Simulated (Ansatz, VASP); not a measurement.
# One calculation of C, two programs

```
C
1.0
     0.00000    1.78337    1.78337
     1.78337    0.00000    1.78337
     1.78337    1.78337    0.00000
C
2
Direct
  0.98238 0.01131 0.99459
  0.26762 0.23869 0.25541
```

Alike in both runs: task single point; functional PBEsol; k mesh 5 × 5 × 5; no spin polarisation.

```csv
,VASP,Ansatz
version,VASP 6.6.1,Ansatz 0.2.0
potentials or method,"VASP PAW PBE potentials, release 64 (C)","plane waves, PAW"
plane-wave cutoff (eV),600,420
occupations,"fermi-dirac, width 0.1 eV",fermi-dirac
valence electrons in the cell,8,8
```

Ansatz gave:

| Property | Result |
| --- | --- |
| rms of the force components (eV/Å) | 1.974 |

Problem. Estimate VASP's values.

Solution. rms of the force components (eV/Å): 1.986.

VASP's potentials were made for PBE, not for PBEsol. Atom by atom the forces differ by 0.012 eV/Å (rms over components).

The k mesh is coarse, so the values compare programs but aren't converged.
